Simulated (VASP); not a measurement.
Wanted: the native input for a VASP 6.6.1 run.

```yaml
Task: single point
Functional: PBE
Potentials_or_basis: VASP PAW PBE potentials, release 64 (Al, O)
Cutoff: 520 eV
k_mesh: 6 × 6 × 6
Occupations: gaussian, width 0.05 eV
Spin: no spin polarisation
Dipole_correction: no
Further_INCAR_settings: ALGO = Normal; EDIFF = 1e-06; NBANDS = 35
```

The structure of Al2O3 lies in POSCAR:

```
Al2O3
1.0
    2.4040892951      1.3880016017      4.3737619113
   -2.4040892951      1.3880016017      4.3737619113
    0.0000000000     -2.7760032034      4.3737619113
Al O
4 6
Direct
    0.8559399590      0.8559399590      0.8559399590
    0.6440600410      0.6440600410      0.6440600410
    0.1440600410      0.1440600410      0.1440600410
    0.3559399590      0.3559399590      0.3559399590
    0.0561574040      0.4438425960      0.7500000000
    0.7500000000      0.0561574040      0.4438425960
    0.4438425960      0.7500000000      0.0561574040
    0.9438425960      0.5561574040      0.2500000000
    0.2500000000      0.9438425960      0.5561574040
    0.5561574040      0.2500000000      0.9438425960
```

This cell differs from its parent crystal: atoms shifted along a free coordinate, c/a of the conventional cell at fixed volume 2.7290.

One way to write it, as run:

INCAR

```
SYSTEM = Al2O3
PREC = Accurate
ENCUT = 520
EDIFF = 1E-6
ISMEAR = 0
SIGMA = 0.05
LREAL = .FALSE.
LASPH = .TRUE.
NELM = 60
ALGO = Normal
ISIF = 2
LWAVE = .FALSE.
LCHARG = .FALSE.
GGA = PE
NBANDS = 35
```

KPOINTS

```
regular mesh
0
G
  6 6 6
  0 0 0
```

Potentials or basis: VASP PAW PBE potentials, release 64 (Al, O).

Launch:

```console
$ cat potpaw_PBE.64/Al/POTCAR potpaw_PBE.64/O/POTCAR > POTCAR
$ mpirun -np 1 vasp_std > vasp.out
```

Results of the run:

The pressure is 0.5 GPa and the largest force is 0.737 eV/Å. The band gap on the k mesh is 5.75 eV.

Wall time 3.1 min on 1 thread of Intel Xeon 8259CL (shared host), peak memory 0.26 GiB.
